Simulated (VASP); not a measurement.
Set up this calculation in VASP 6.6.1, as the native input.

| Item | Value |
| --- | --- |
| Task | single point |
| Functional | LDA |
| Potentials or basis | VASP PAW LDA potentials, release 64 (Fe_sv) |
| Cutoff | 600 eV |
| k mesh | 20 × 20 × 20 |
| Occupations | gaussian, width 0.05 eV |
| Spin | collinear spin, ferromagnetic start |
| Starting moments | [2.22] μB |
| Dipole correction | no |
| Second run | valence_matched |
| Further INCAR settings | ALGO = Normal; EDIFF = 1e-06; NBANDS = 18 |

The structure of Fe lies in POSCAR:

```
Fe
1.0
   -1.3759115864      1.3759115864      1.3759115864
    1.3759115864     -1.3759115864      1.3759115864
    1.3759115864      1.3759115864     -1.3759115864
Fe
1
Direct
    0.0000000000      0.0000000000      0.0000000000
```

One way to write it, as run:

INCAR

```
SYSTEM = Fe
  ALGO = Normal
  EDIFF = 1E-6
  ENCUT = 600
  GGA = CA
  GGA_COMPAT = .False.
  ISIF = 2
  ISMEAR = 0
  ISPIN = 2
  LASPH = .True.
  LCHARG = .True.
  LELF = .True.
  LMAXMIX = 4
  LORBIT = 11
  LREAL = .False.
  LVHAR = .True.
  LWAVE = .False.
  MAGMOM = 2.22
  NBANDS = 18
  NELM = 200
  PREC = Accurate
  SIGMA = 0.05
```

KPOINTS

```
k-points
0
Gamma
  20 20 20
  0 0 0
```

Potentials or basis: VASP PAW LDA potentials, release 64 (Fe_sv).

Launch:

```bash
$ cat potpaw_LDA.64/Fe_sv/POTCAR > POTCAR
$ mpirun -np 1 vasp_std > vasp.out
```

It gave:

* Pressure: -4.4 GPa
* Band gap on the k mesh: zero (filled and empty bands overlap)
* Net moment: 1.98 μB per cell
* Site moments: Fe +1.94 μB
* Valence electrons inside the program's atomic spheres: Fe 13.80

Run time: 40 s on 1 thread of Intel(R) Xeon(R) 6975P-C (Granite Rapids) (shared host), peak memory 0.19 GiB.
